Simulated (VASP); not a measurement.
# GaP (F-43m) in VASP: a series of runs

The runs below take GaP through vibrations by perturbation theory, with PBEsol.

All numbers are computed with VASP 6.6.1; they aren't measurements. Logs are shortened: lines on timing, memory, paths and dates and some standing lists are left out, and cuts for length are marked.

### 1 The cell of the first run

Symmetry: F-43m, No. 216, cubic system. The conventional cell has a = 5.402 Å, b = 5.402 Å, c = 5.402 Å, α = 90.00°, β = 90.00°, γ = 90.00°. Ga (site symmetry -43m) has 4 P at 2.34 Å within 3.1 Å. P (site symmetry -43m) has 4 Ga at 2.34 Å within 3.1 Å.

### 2 Vibrations by perturbation theory, PBEsol (19.70 Å³/atom)

INCAR

```
SYSTEM = GaP
PREC     = Accurate       ! precision mode
ENCUT    = 500            ! plane-wave cutoff, eV
EDIFF    = 1E-8           ! SCF threshold, eV
ISMEAR   = 0              ! smearing method
SIGMA    = 0.01           ! smearing width, eV
LREAL    = .FALSE.        ! projectors in reciprocal space
LASPH    = .TRUE.         ! aspherical terms in the spheres
NELM     = 120            ! most SCF steps
ALGO     = Normal         ! electronic algorithm
ISIF     = 2              ! what is computed and relaxed
LWAVE    = .FALSE.        ! write WAVECAR
LCHARG   = .FALSE.        ! write CHGCAR
GGA      = PS             ! functional
IBRION   = 8              ! ionic algorithm
NSW      = 1              ! ionic steps
LEPSILON = .TRUE.         ! dielectric tensor by DFPT
GGA_COMPAT= .FALSE.
```

KPOINTS

```
regular mesh
0
G
  8 8 8
  0 0 0
```

POSCAR

```
GaP
1.0
    0.0000000000      2.7009747167      2.7009747167
    2.7009747167      0.0000000000      2.7009747167
    2.7009747167      2.7009747167      0.0000000000
Ga P
1 1
Direct
    0.0000000000      0.0000000000      0.0000000000
    0.2500000000      0.2500000000      0.2500000000
```

Potentials or basis: VASP PAW PBE potentials, release 64 (Ga_d, P).

Started as:

```
$ cat potpaw_PBE.64/Ga_d/POTCAR potpaw_PBE.64/P/POTCAR > POTCAR
$ mpirun -np 1 vasp_std > vasp.out
```

OUTCAR:

```text
SYSTEM = GaP
   PREC = Accurate
   ENCUT = 500
   EDIFF = 1E-8
   ISMEAR = 0
   LREAL = .FALSE.
   LASPH = .TRUE.
   NELM = 120
   ISIF = 2
   GGA = PS
   IBRION = 8
   NSW = 1
   LEPSILON = .TRUE.

 ion  position               nearest neighbor table
   1  0.000  0.000  0.000-   2 2.34   2 2.34   2 2.34   2 2.34
   2  0.250  0.250  0.250-   1 2.34   1 2.34   1 2.34   1 2.34

  LATTYP: Found a face centered cubic cell.
 ALAT       =     5.4019494334

  Lattice vectors:

 A1 = (   0.0000000000,   2.7009747167,   2.7009747167)
 A2 = (   2.7009747167,   0.0000000000,   2.7009747167)
 A3 = (   2.7009747167,   2.7009747167,   0.0000000000)

Analysis of symmetry for initial positions (statically):
=====================================================================
 Subroutine PRICEL returns:
 Original cell was already a primitive cell.

 Routine SETGRP: Setting up the symmetry group for a
 face centered cubic supercell.

 Subroutine GETGRP returns: Found 24 space group operations
 (whereof 24 operations were pure point group operations)
 out of a pool of 48 trial point group operations.

The static configuration has the point symmetry T_d .

Analysis of symmetry for dynamics (positions and initial velocities):
=====================================================================
 Subroutine PRICEL returns:
 Original cell was already a primitive cell.

 Routine SETGRP: Setting up the symmetry group for a
 face centered cubic supercell.

 Subroutine GETGRP returns: Found 24 space group operations
 (whereof 24 operations were pure point group operations)
 out of a pool of 48 trial point group operations.

The dynamic configuration has the point symmetry T_d .

 Subroutine INISYM returns: Found 24 space group operations
 (whereof 24 operations are pure point group operations),
 and found     1 'primitive' translations

[... 616 lines left out ...]
     0.00000 -8.11053 -0.00407

 MACROSCOPIC STATIC DIELECTRIC TENSOR (including local field effects in DFT)
 ------------------------------------------------------
          11.284409     0.000000    -0.000000
          -0.000000    11.284409    -0.000000
           0.000000     0.000000    11.284409
 ------------------------------------------------------

 PIEZOELECTRIC TENSOR (including local field effects)  for field in x, y, z        (e  Angst)
          XX          YY          ZZ          XY          YZ          ZX
  --------------------------------------------------------------------------------
  x    -0.00000    -0.00000     0.00000     0.00000    -1.94754     0.00000
  y    -0.00000     0.00000     0.00000     0.00000     0.00000    -1.94754
  z     0.00000    -0.00000     0.00000    -1.94754     0.00000     0.00000

 PIEZOELECTRIC TENSOR (including local field effects)  for field in x, y, z        (C/m^2)
          XX          YY          ZZ          XY          YZ          ZX
  --------------------------------------------------------------------------------
  x    -0.00000    -0.00000     0.00000     0.00000    -0.79178     0.00000
  y    -0.00000     0.00000     0.00000     0.00000     0.00000    -0.79178
  z     0.00000    -0.00000     0.00000    -0.79178     0.00000     0.00000

 BORN EFFECTIVE CHARGES (including local field effects) (in |e|, cummulative output)
 ---------------------------------------------------------------------------------
 ion    1
    1     2.14852     0.00000     0.00000
    2     0.00000     2.14852     0.00000
    3     0.00000     0.00000     2.14852
 ion    2
    1    -2.14852     0.00000     0.00000
    2     0.00000    -2.14852     0.00000
    3     0.00000     0.00000    -2.14852

 INTERNAL STRAIN TENSOR FOR ION    2 for displacements in x,y,z  (eV/Angst):
          X           Y           Z          XY          YZ          ZX
  --------------------------------------------------------------------------------
  x    -0.00000     0.00000     0.00000     0.00000    -8.11053     0.00000
  y     0.00000    -0.00000     0.00000     0.00000     0.00000    -8.11053
  z     0.00000     0.00000    -0.00000    -8.11053     0.00000     0.00000

 SECOND DERIVATIVES (NOT SYMMETRIZED)
 ------------------------------------
               1X          1Y          1Z          2X          2Y          2Z
  1X   -10.503563    0.000000    0.000000   10.503563    0.000000    0.000000
  1Y     0.000000  -10.503563    0.000000    0.000000   10.503563    0.000000
  1Z     0.000000    0.000000  -10.503563    0.000000    0.000000   10.503563
  2X    10.476652    0.000000    0.000000  -10.476652    0.000000    0.000000
  2Y     0.000000   10.476652    0.000000    0.000000  -10.476652    0.000000
  2Z     0.000000    0.000000   10.476652    0.000000    0.000000  -10.476652

 Eigenvectors and eigenvalues of the dynamical matrix
 ----------------------------------------------------

   1 f  =   10.930881 THz    68.680748 2PiTHz  364.614927 cm-1    45.206469 meV
             X         Y         Z           dx          dy          dz
      0.000000  0.000000  0.000000     0.555106    0.000000    0.000000
      1.350487  1.350487  1.350487    -0.831780    0.000000    0.000000
[... 21 lines left out ...]
   6 f/i=    0.006474 THz     0.040675 2PiTHz    0.215940 cm-1     0.026773 meV
             X         Y         Z           dx          dy          dz
      0.000000  0.000000  0.000000     0.749538    0.186648   -0.308566
      1.350487  1.350487  1.350487     0.500220    0.124563   -0.205929

--------------------------------------------------------------------------------------------------------

 MACROSCOPIC STATIC DIELECTRIC TENSOR IONIC CONTRIBUTION
 ------------------------------------------------------
           2.020568     0.000000     0.000000
           0.000000     2.020568    -0.000000
           0.000000    -0.000000     2.020568
 ------------------------------------------------------

 ELASTIC MODULI CONTR FROM IONIC RELAXATION (kBar)
 Direction    XX          YY          ZZ          XY          YZ          ZX
 --------------------------------------------------------------------------------
 XX          -0.0000      0.0000      0.0000      0.0000     -0.0000     -0.0000
 YY           0.0000     -0.0000     -0.0000      0.0000      0.0000     -0.0000
 ZZ           0.0000     -0.0000     -0.0000     -0.0000      0.0000     -0.0000
 XY           0.0000      0.0000     -0.0000   -252.3188     -0.0000      0.0000
 YZ          -0.0000      0.0000      0.0000     -0.0000   -252.3188     -0.0000
 ZX          -0.0000     -0.0000     -0.0000      0.0000     -0.0000   -252.3188
 --------------------------------------------------------------------------------

 PIEZOELECTRIC TENSOR IONIC CONTR  for field in x, y, z        (C/m^2)
          XX          YY          ZZ          XY          YZ          ZX
  --------------------------------------------------------------------------------
  x     0.00000    -0.00000    -0.00000     0.00000     0.67187     0.00000
  y     0.00000     0.00000     0.00000    -0.00000     0.00000     0.67187
  z    -0.00000    -0.00000     0.00000     0.67187     0.00000    -0.00000
```

It took 7.9 min on 1 thread of Intel Xeon Platinum 8259CL at 2.50GHz (Skylake/Cascade Lake), shared host; peak memory 0.26 GiB.

What came out:

- Electronic dielectric tensor (diagonal): 11.28
- Born charges (mean of the diagonal): Ga +2.15; P -2.15 e
- Highest phonon frequency at Γ, LO-TO splitting left out: 365 cm⁻¹

Phonon frequencies in cm⁻¹ (negative: imaginary):
| q point | frequencies |
| --- | --- |
| (0.000, 0.000, 0.000) | 0 0 0 365 365 365 |

Electronic dielectric tensor:
```
11.28  0.00  0.00
 0.00 11.28  0.00
 0.00  0.00 11.28
```

Born effective charge tensors (e):
atom 1, Ga
```
2.15 0.00 0.00
0.00 2.15 0.00
0.00 0.00 2.15
```
atom 2, P
```
-2.15  0.00  0.00
 0.00 -2.15  0.00
 0.00  0.00 -2.15
```

Caveat: the cell stands under pressure or tension, which shifts response properties; the PAW data sets were made with another functional, which shifts forces and pressure a little.

### 3 Vibrations by perturbation theory, PBEsol

This run uses another cell than the first one, of 20.11 Å³/atom.

INCAR

```
PREC = Accurate
ENCUT = 500
EDIFF = 1E-8
ISMEAR = 0
SIGMA = 0.01
LREAL = False
LASPH = True
NELM = 120
ALGO = Normal
ISIF = 2
LWAVE = False
LCHARG = False
GGA = PS
IBRION = 8
NSW = 1
LEPSILON = True
GGA_COMPAT = False
```

KPOINTS

```
Automatic mesh
0
Gamma
  8 8 8
```

POSCAR

```
GaP
1.0
    0.0000000000      2.7192250995      2.7192250995
    2.7192250995      0.0000000000      2.7192250995
    2.7192250995      2.7192250995      0.0000000000
Ga P
1 1
Direct
    0.0000000000      0.0000000000      0.0000000000
    0.2500000000      0.2500000000      0.2500000000
```

Potentials or basis: VASP PAW PBE potentials, release 64 (Ga_d, P).

Started as:

```
$ cat potpaw_PBE.64/Ga_d/POTCAR potpaw_PBE.64/P/POTCAR > POTCAR
$ mpirun -np 1 vasp_std > vasp.out
```

OUTCAR:

```text
PREC = Accurate
   ENCUT = 500
   EDIFF = 1E-8
   ISMEAR = 0
   LREAL = False
   LASPH = True
   NELM = 120
   ISIF = 2
   GGA = PS
   IBRION = 8
   NSW = 1
   LEPSILON = True

 ion  position               nearest neighbor table
   1  0.000  0.000  0.000-   2 2.35   2 2.35   2 2.35   2 2.35
   2  0.250  0.250  0.250-   1 2.35   1 2.35   1 2.35   1 2.35

  LATTYP: Found a face centered cubic cell.
 ALAT       =     5.4384501990

  Lattice vectors:

 A1 = (   0.0000000000,   2.7192250995,   2.7192250995)
 A2 = (   2.7192250995,   0.0000000000,   2.7192250995)
 A3 = (   2.7192250995,   2.7192250995,   0.0000000000)

Analysis of symmetry for initial positions (statically):
=====================================================================
 Subroutine PRICEL returns:
 Original cell was already a primitive cell.

 Routine SETGRP: Setting up the symmetry group for a
 face centered cubic supercell.

 Subroutine GETGRP returns: Found 24 space group operations
 (whereof 24 operations were pure point group operations)
 out of a pool of 48 trial point group operations.

The static configuration has the point symmetry T_d .

Analysis of symmetry for dynamics (positions and initial velocities):
=====================================================================
 Subroutine PRICEL returns:
 Original cell was already a primitive cell.

 Routine SETGRP: Setting up the symmetry group for a
 face centered cubic supercell.

 Subroutine GETGRP returns: Found 24 space group operations
[... 642 lines left out ...]
          XX          YY          ZZ          XY          YZ          ZX
  --------------------------------------------------------------------------------
  x    -0.00000     0.00000     0.00000     0.00000    -0.80361    -0.00000
  y     0.00000     0.00000     0.00000     0.00000     0.00000    -0.80361
  z     0.00000     0.00000    -0.00000    -0.80361     0.00000     0.00000

 BORN EFFECTIVE CHARGES (including local field effects) (in |e|, cummulative output)
 ---------------------------------------------------------------------------------
 ion    1
    1     2.18403    -0.00000    -0.00000
    2     0.00000     2.18403     0.00000
    3     0.00000     0.00000     2.18403
 ion    2
    1    -2.18403     0.00000     0.00000
    2    -0.00000    -2.18403    -0.00000
    3    -0.00000    -0.00000    -2.18403

 INTERNAL STRAIN TENSOR FOR ION    2 for displacements in x,y,z  (eV/Angst):
          X           Y           Z          XY          YZ          ZX
  --------------------------------------------------------------------------------
  x     0.00000     0.00000     0.00000     0.00000    -7.28624     0.00000
  y     0.00000     0.00000     0.00000     0.00000     0.00000    -7.28624
  z     0.00000     0.00000     0.00000    -7.28624     0.00000     0.00000

 SECOND DERIVATIVES (NOT SYMMETRIZED)
 ------------------------------------
               1X          1Y          1Z          2X          2Y          2Z
  1X   -10.020283    0.000000    0.000000   10.020283    0.000000    0.000000
  1Y     0.000000  -10.020283    0.000000    0.000000   10.020283    0.000000
  1Z     0.000000    0.000000  -10.020283    0.000000    0.000000   10.020283
  2X     9.975819    0.000000    0.000000   -9.975819    0.000000    0.000000
  2Y     0.000000    9.975819    0.000000    0.000000   -9.975819    0.000000
  2Z     0.000000    0.000000    9.975819    0.000000    0.000000   -9.975819

 Eigenvectors and eigenvalues of the dynamical matrix
 ----------------------------------------------------

   1 f  =   10.669506 THz    67.038485 2PiTHz  355.896419 cm-1    44.125512 meV
             X         Y         Z           dx          dy          dz
      0.000000  0.000000  0.000000    -0.000000   -0.094617   -0.547350
      1.359613  1.359613  1.359613     0.000000    0.141642    0.819386
[... 21 lines left out ...]
   6 f/i=    0.010958 THz     0.068854 2PiTHz    0.365536 cm-1     0.045321 meV
             X         Y         Z           dx          dy          dz
      0.000000  0.000000  0.000000     0.203547   -0.438916   -0.676296
      1.359613  1.359613  1.359613     0.135970   -0.293196   -0.451766

--------------------------------------------------------------------------------------------------------

 MACROSCOPIC STATIC DIELECTRIC TENSOR IONIC CONTRIBUTION
 ------------------------------------------------------
           2.146850    -0.000000    -0.000000
          -0.000000     2.146850     0.000000
          -0.000000     0.000000     2.146850
 ------------------------------------------------------

 ELASTIC MODULI CONTR FROM IONIC RELAXATION (kBar)
 Direction    XX          YY          ZZ          XY          YZ          ZX
 --------------------------------------------------------------------------------
 XX          -0.0000      0.0000      0.0000     -0.0000      0.0000      0.0000
 YY           0.0000     -0.0000     -0.0000     -0.0000     -0.0000      0.0000
 ZZ           0.0000     -0.0000     -0.0000      0.0000     -0.0000      0.0000
 XY          -0.0000     -0.0000      0.0000   -209.2559      0.0000     -0.0000
 YZ           0.0000     -0.0000     -0.0000      0.0000   -209.2559      0.0000
 ZX           0.0000      0.0000      0.0000     -0.0000      0.0000   -209.2559
 --------------------------------------------------------------------------------

 PIEZOELECTRIC TENSOR IONIC CONTR  for field in x, y, z        (C/m^2)
          XX          YY          ZZ          XY          YZ          ZX
  --------------------------------------------------------------------------------
  x    -0.00000     0.00000     0.00000    -0.00000     0.63068    -0.00000
  y    -0.00000    -0.00000    -0.00000     0.00000    -0.00000     0.63068
  z     0.00000     0.00000    -0.00000     0.63068    -0.00000     0.00000
```

stdout:

```text
POSCAR found type information on POSCAR GaP
 POSCAR found :  2 types and       2 ions
 scaLAPACK will be used
 -----------------------------------------------------------------------------
|                                                                             |
|                                                                             |
[... 39 lines left out ...]
 first order change of Fermi-energy  -0.41577E-03
 force on displaced ion       1 direction 1 : -10.020   0.000   0.000
 Born effective charge ion    1 direction 1 :   2.119   0.000   0.000
 Linear response progress:
 first order change of Fermi-energy   0.35428E-03
 force on displaced ion       2 direction 1 :  -9.976  -0.000  -0.000
 Born effective charge ion    2 direction 1 :  -2.255   0.000   0.000
 Born effective charges drift removed
 Linear response finished
```

Run time: 8.4 min. Hardware: 1 thread of Intel Xeon Platinum 8259CL at 2.50GHz (Skylake/Cascade Lake), shared host; peak memory 0.26 GiB.

What came out:

- Electronic dielectric tensor (diagonal): 11.51
- Born charges (mean of the diagonal): Ga +2.18; P -2.18 e
- Highest phonon frequency at Γ, LO-TO splitting left out: 356 cm⁻¹

Phonon frequencies in cm⁻¹ (negative: imaginary):
```tsv
q point	frequencies
(0.000, 0.000, 0.000)	0 0 0 356 356 356
```

Electronic dielectric tensor:
```
11.51  0.00  0.00
 0.00 11.51  0.00
 0.00  0.00 11.51
```

Born effective charge tensors (e):
atom 1, Ga
```
2.18 0.00 0.00
0.00 2.18 0.00
0.00 0.00 2.18
```
atom 2, P
```
-2.18  0.00  0.00
 0.00 -2.18  0.00
 0.00  0.00 -2.18
```

Caveat: the PAW data sets were made with another functional, which shifts forces and pressure a little.
